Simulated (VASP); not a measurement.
# ScAl3 (Pm-3m) in VASP: further runs, part 2 of 2

VASP 6.6.1.

## 5. Single point, PBE

This run uses another cell than the first one, of the same volume but with other edges.

INCAR reads:

```
SYSTEM = ScAl3
ALGO = Fast
EDIFF = 1E-7
ENCUT = 520
GGA = PE
ISIF = 2
ISMEAR = 0
LASPH = .True.
LCHARG = .True.
LELF = .True.
LREAL = .False.
LVHAR = .True.
LWAVE = .False.
NBANDS = 30
NELM = 100
PREC = Accurate
SIGMA = 0.15
```

KPOINTS reads:

```
k-points
0
Gamma
  8 6 6
  0 0 0
```

POSCAR reads:

```
ScAl3
1.0
   -4.1053305952      0.0000000000      0.0000000000
    0.0000000000      4.1053305952      4.1053305952
    0.0000000000      4.1053305952     -4.1053305952
Sc Al
2 6
Direct
    1.0000000000      0.0000000000      0.0000000000
    1.0000000000      0.5000000000      0.5000000000
    0.5000000000      0.7500000000      0.2500000000
    0.5000000000      0.2500000000      0.7500000000
    1.0000000000      0.5000000000      0.0000000000
    1.0000000000      0.0000000000      0.5000000000
    0.5000000000      0.7500000000      0.7500000000
    0.5000000000      0.2500000000      0.2500000000
```

Potentials or basis: VASP PAW PBE potentials, release 64 (Sc_sv, Al).

On the command line:

```
$ cat potpaw_PBE.64/Sc_sv/POTCAR potpaw_PBE.64/Al/POTCAR > POTCAR
$ mpirun -np 1 vasp_std > vasp.out
```

OUTCAR:

```text
SYSTEM = ScAl3
   EDIFF = 1E-7
   ENCUT = 520
   GGA = PE
   ISIF = 2
   ISMEAR = 0
   LASPH = .True.
   LREAL = .False.
   NELM = 100
   PREC = Accurate

 ion  position               nearest neighbor table
   1  0.000  0.000  0.000-   3 2.90   4 2.90   5 2.90   6 2.90   7 2.90   8 2.90   6 2.90   5 2.90
                             3 2.90   4 2.90   7 2.90   8 2.90
   2  0.000  0.500  0.500-   3 2.90   4 2.90   5 2.90   6 2.90   7 2.90   8 2.90   5 2.90   6 2.90
                             3 2.90   4 2.90   7 2.90   8 2.90
   3  0.500  0.750  0.250-   1 2.90   2 2.90   5 2.90   6 2.90   7 2.90   8 2.90   7 2.90   8 2.90
                             1 2.90   2 2.90   5 2.90   6 2.90
   4  0.500  0.250  0.750-   1 2.90   2 2.90   5 2.90   6 2.90   7 2.90   8 2.90   8 2.90   7 2.90
                             1 2.90   2 2.90   5 2.90   6 2.90
   5  0.000  0.500  0.000-   1 2.90   2 2.90   3 2.90   4 2.90   7 2.90   8 2.90   2 2.90   1 2.90
                             3 2.90   4 2.90   7 2.90   8 2.90
   6  0.000  0.000  0.500-   1 2.90   2 2.90   3 2.90   4 2.90   7 2.90   8 2.90   1 2.90   2 2.90
                             3 2.90   4 2.90   7 2.90   8 2.90
   7  0.500  0.750  0.750-   1 2.90   2 2.90   3 2.90   4 2.90   5 2.90   6 2.90   3 2.90   4 2.90
                             1 2.90   2 2.90   5 2.90   6 2.90
   8  0.500  0.250  0.250-   1 2.90   2 2.90   3 2.90   4 2.90   5 2.90   6 2.90   4 2.90   3 2.90
                             1 2.90   2 2.90   5 2.90   6 2.90

  LATTYP: Found a simple tetragonal cell.
 ALAT       =     5.8058142058
 C/A-ratio  =     0.7071067812

  Lattice vectors:

 A1 = (   0.0000000000,   4.1053305952,   4.1053305952)
 A2 = (   0.0000000000,   4.1053305952,  -4.1053305952)
 A3 = (  -4.1053305952,   0.0000000000,   0.0000000000)

Analysis of symmetry for initial positions (statically):
=====================================================================
 Subroutine PRICEL returns following result:

  LATTYP: Found a simple cubic cell.
 ALAT       =     4.1053305952

  Lattice vectors:

 A1 = (  -4.1053305952,   0.0000000000,   0.0000000000)
 A2 = (   0.0000000000,   0.0000000000,   4.1053305952)
 A3 = (   0.0000000000,   4.1053305952,   0.0000000000)

   2 primitive cells build up your supercell.

 Routine SETGRP: Setting up the symmetry group for a
 simple tetragonal supercell.

 Subroutine GETGRP returns: Found 16 space group operations
 (whereof 16 operations were pure point group operations)
 out of a pool of 16 trial point group operations.

The static configuration has the point symmetry D_4h.

Analysis of symmetry for dynamics (positions and initial velocities):
=====================================================================
 Subroutine PRICEL returns following result:

  LATTYP: Found a simple cubic cell.
 ALAT       =     4.1053305952

  Lattice vectors:

 A1 = (  -4.1053305952,   0.0000000000,   0.0000000000)
 A2 = (   0.0000000000,   0.0000000000,   4.1053305952)
 A3 = (   0.0000000000,   4.1053305952,   0.0000000000)

   2 primitive cells build up your supercell.

 Routine SETGRP: Setting up the symmetry group for a
 simple tetragonal supercell.

 Subroutine GETGRP returns: Found 16 space group operations
 (whereof 16 operations were pure point group operations)
 out of a pool of 16 trial point group operations.

The dynamic configuration has the point symmetry D_4h.

 Subroutine INISYM returns: Found 16 space group operations
[... 82 lines left out ...]
 [... further k-points ...]
   k-points           NKPTS =     50   k-points in BZ     NKDIM =     50   number of bands    NBANDS=     30
   number of dos      NEDOS =    301   number of ions     NIONS =      8
   total plane-waves  NPLWV =  73728
   dimension x,y,z NGX =    32 NGY =   48 NGZ =   48
   dimension x,y,z NGXF=    64 NGYF=   96 NGZF=   96
   ions per type =               2   6
   NGX,Y,Z   is equivalent  to a cutoff of  12.96, 13.74, 13.74 a.u.
   NGXF,Y,Z  is equivalent  to a cutoff of  25.92, 27.49, 27.49 a.u.
 SYSTEM =  ScAl3
   PREC   = accura    normal or accurate (medium, high low for compatibility)
   ISTART =      0    job   : 0-new  1-cont  2-samecut
   ICHARG =      2    charge: 1-file 2-atom 10-const
   ISPIN  =      1    spin polarized calculation?
   LNONCOLLINEAR =      F non collinear calculations
   LSORBIT =      F    spin-orbit coupling
   LASPH  =      T    aspherical Exc in radial PAW
   ENCUT  =  520.0 eV  38.22 Ry    6.18 a.u.   7.63 10.79 10.79*2*pi/ulx,y,z
   NELM   =    100;   NELMIN=  2; NELMDL= -5     # of ELM steps
   EDIFF  = 0.1E-06   stopping-criterion for ELM
   LREAL  =      F    real-space projection
   EDIFFG = 0.1E-05   stopping-criterion for IOM
   NSW    =      0    number of steps for IOM
   IBRION =     -1    ionic relax: 0-MD 1-quasi-New 2-CG
   NFREE  =      0    steps in history (QN), initial steepest desc. (CG)
   ISIF   =      2    stress and relaxation
   ISYM   =      2    0-nonsym 1-usesym 2-fastsym
   POTIM  = 0.5000    time-step for ionic-motion
   TEBEG  =    0.0;   TEEND  =   0.0 temperature during run
   PSTRESS=    0.0 pullay stress
   NELECT =      40.0000    total number of electrons
   NUPDOWN=      -1.0000    fix difference up-down
   EMIN   =  10.00;   EMAX   =-10.00  energy-range for DOS
   EFERMI =   0.00;   METHOD = LEGACY
   ISMEAR =     0;   SIGMA  =   0.15  broadening in eV -4-tet -1-fermi 0-gaus
   EFERMI_NEDOS =   21; number of points for ismear=-14 and -15
   IALGO  =     68    algorithm
   IMIX   =      4    mixing-type and parameters
     AMIX     =   0.40;   BMIX     =  1.00
     AMIX_MAG =   1.60;   BMIX_MAG =  1.00
  volume/ion in A,a.u.               =      17.30       116.73
  Fermi-wavevector in a.u.,A,eV,Ry     =   1.082439  2.045513 15.941590  1.171674
  Thomas-Fermi vector in A             =   2.218480
   LORBIT       =      0    0 simple, 1 ext, 2 COOP (PROOUT), +10 PAW based schemes
   GGA     = PE    functional components
   LHFCALC =     F    Hartree Fock is set to
   AEXX    =    0.0000 exact exchange contribution
   IVDW    =     0    specifies the selected vdW correction
   LEPSILON=     F    determine dielectric tensor
   LRPA    =     F    only Hartree local field effects (RPA)
 non-spin polarized calculation
 RMM-DIIS sequential band-by-band and
 Gauss-broadening in eV      SIGMA  =   0.15
  energy-cutoff  :      520.00
  volume of cell :      138.38
 maximum number of plane-waves:      3776
 NGX is ok and might be reduce to    32

 number of electron      39.9999995 magnetization

 Free energy of the ion-electron system (eV)
  ---------------------------------------------------
  ext. energy  EPLUGINS =         0.00000000
  ---------------------------------------------------
  free energy    TOTEN  =       -38.60487188 eV

  energy without entropy =      -38.57355170  energy(sigma->0) =      -38.58921179

 E-fermi :   7.2011     XC(G=0): -10.3669

 val. band max:        7.1891793003   @ k =   0.2500   0.3333   0.3333
 cond. band min:       7.2143405159   @ k =   0.0000   0.5000   0.0000
 fundamental gap:      0.0251612156
 Fermi energy:         7.2010500613

 k-point     1 :       0.0000    0.0000    0.0000
  band No.  band energies     occupation
      1     -41.8535      2.00000
      2     -41.8512      2.00000
      3     -20.5782      2.00000
      4     -20.5782      2.00000
      5     -20.5529      2.00000
      6     -20.5520      2.00000
[... 781 lines left out ...]
     29       9.8382      0.00000
     30      10.8327      0.00000

 [... further k-points ...]

------------------------ aborting loop because EDIFF is reached ----------------------------------------

  FORCE on cell =-STRESS in cart. coord.  units (eV):
  Direction    XX          YY          ZZ          XY          YZ          ZX
  --------------------------------------------------------------------------------------
  -------------------------------------------------------------------------------------
  Total        0.2329357     -0.0502475     -0.0502475      0.0000000      0.0000000     -0.0000000
  in kB        2.6969460     -0.5817691     -0.5817691      0.0000000      0.0000000     -0.0000000
  external PRESSURE =       0.5111359 kB  Pullay stress =       0.0000000 kB

 VOLUME and BASIS-vectors are now :
 -----------------------------------------------------------------------------
  energy-cutoff  :      520.00
  volume of cell :      138.38
      direct lattice vectors                 reciprocal lattice vectors
    -4.105330595  0.000000000  0.000000000    -0.243585742  0.000000000  0.000000000
     0.000000000  4.105330595  4.105330595     0.000000000  0.121792871  0.121792871
     0.000000000  4.105330595 -4.105330595     0.000000000  0.121792871 -0.121792871

 POSITION                                       TOTAL-FORCE (eV/Angst)
 -----------------------------------------------------------------------------------
      0.00000      0.00000      0.00000         0.000000      0.000000     -0.000000
      0.00000      4.10533      0.00000         0.000000     -0.000000     -0.000000
     -2.05267      4.10533      2.05267         0.000000     -0.000000     -0.000000
     -2.05267      4.10533     -2.05267         0.000000      0.000000      0.000000
      0.00000      2.05267      2.05267         0.000000     -0.000000     -0.000000
      0.00000      2.05267     -2.05267         0.000000     -0.000000     -0.000000
     -2.05267      6.15800      0.00000         0.000000     -0.000000     -0.000000
     -2.05267      2.05267      0.00000         0.000000      0.000000      0.000000
 -----------------------------------------------------------------------------------
    total drift:                                0.000000      0.000000      0.000000

  FREE ENERGIE OF THE ION-ELECTRON SYSTEM (eV)
  ---------------------------------------------------
  free  energy   TOTEN  =       -38.6048718802 eV

  energy  without entropy=      -38.5735517014  energy(sigma->0) =      -38.58921179
```

It took 5.2 min on 1 thread of Intel Xeon 6975P-C, shared host; peak memory 0.36 GiB.

What came out:

```yaml
Free_energy: -38.6049 eV
Pressure: 0.1 GPa
Band_gap_on_the_k_mesh: zero (band 20 reaches 7.95 eV, above the bottom of band 21 at 6.23 eV)
```

Levels at points of the mesh, in eV from the Fermi level:
```csv
k point,band 16,band 17,band 18,band 19,band 20,band 21,band 22,band 23,band 24,band 25
"(0.00, 0.00, 0.00)",-1.85,-1.85,-1.85,-0.57,-0.57,1.15,1.22,1.26,1.26,1.26
"(0.50, 0.00, 0.00)",-2.99,-2.99,-1.74,-1.74,-1.49,0.75,0.89,0.94,0.94,1.32
"(0.00, 0.50, 0.00)",-1.57,-1.56,-1.56,0.01,0.01,0.16,0.16,1.07,1.07,2.51
"(0.50, 0.50, 0.00)",-2.90,-2.49,-2.49,-1.93,-1.93,-0.01,-0.01,2.16,2.16,2.40
"(0.00, 0.50, 0.50)",-1.74,-1.49,-1.49,0.75,0.75,0.94,0.94,0.94,0.94,1.32
"(0.50, 0.50, 0.50)",-4.37,-0.57,-0.57,-0.57,-0.57,1.16,1.16,1.32,1.32,2.02
```

## 6. Overview

| cell | k mesh | smearing | gap on the mesh (eV) | pressure (GPa) |
| --- | --- | --- | --- | --- |
| a = 5.806 Å, angles 60.0°, 8 atoms | 10 × 10 × 10 | gaussian 0.15 eV | none | 0.1 |
| a = 4.073 Å, 4 atoms | 10 × 10 × 10 | gaussian 0.1 eV | none | 2.2 |
| a = 4.105 Å, 4 atoms | 8 × 8 × 8 | gaussian 0.15 eV | none | 0.1 |
| a = 4.105, b = 5.806, c = 5.806 Å, 8 atoms | 8 × 6 × 6 | gaussian 0.15 eV | none | 0.1 |

Alike in all rows: task single point; level PBE; potentials or basis VASP PAW PBE potentials, release 64 (Sc_sv, Al); no spin polarisation; cutoff (eV) 520.

Absolute energies hang on the potentials; compare differences alone.
